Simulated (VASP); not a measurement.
Write the native input for VASP 6.6.1 that does the following.

```yaml
Task: single point
Functional: PBE
Potentials_or_basis: VASP PAW PBE potentials, release 64 (Hf_pv, C)
Cutoff: 520 eV
k_mesh: 12 × 12 × 8
Occupations: gaussian, width 0.05 eV
Spin: no spin polarisation
Dipole_correction: no
Further_INCAR_settings: ALGO = Normal; EDIFF = 1e-06; NBANDS = 22
```

The structure of HfC lies in POSCAR:

```
HfC
1.0
    3.3697804186      0.0000000000      0.0000000000
   -1.6848902093      2.9183154477      0.0000000000
    0.0000000000      0.0000000000      5.3087758506
Hf C
2 2
Direct
    0.3333333333      0.6666666667      0.2500000000
    0.6666666667      0.3333333333      0.7500000000
    0.0000000000      0.0000000000      0.0000000000
    0.0000000000      0.0000000000      0.5000000000
```

One way to write it, as run:

INCAR

```
PREC = Accurate ; ENCUT = 520
EDIFF = 1E-6 ; ISMEAR = 0
SIGMA = 0.05 ; LREAL = False
LASPH = True ; NELM = 100
ALGO = Normal ; ISIF = 2
LWAVE = False ; LCHARG = True
GGA = PE ; LELF = True
LVHAR = True ; NBANDS = 22
```

KPOINTS

```
regular mesh
0
Gamma
  12 12 8
```

Potentials or basis: VASP PAW PBE potentials, release 64 (Hf_pv, C).

The run is started by

```sh
$ cat potpaw_PBE.64/Hf_pv/POTCAR potpaw_PBE.64/C/POTCAR > POTCAR
$ mpirun -np 1 vasp_std > vasp.out
```

It gave:

- Pressure: -9.1 GPa
- Band gap on the k mesh: zero (bands 14 and 15 overlap by 1.30 eV)

Caveat: the cell stands under tension; spin-orbit coupling is left out, which moves the levels of the heavy elements.

Wall time 99 s on 1 thread of Intel(R) Xeon(R) Platinum 8375C CPU @ 2.90GHz (Ice Lake), on a shared host, peak memory 0.24 GiB.
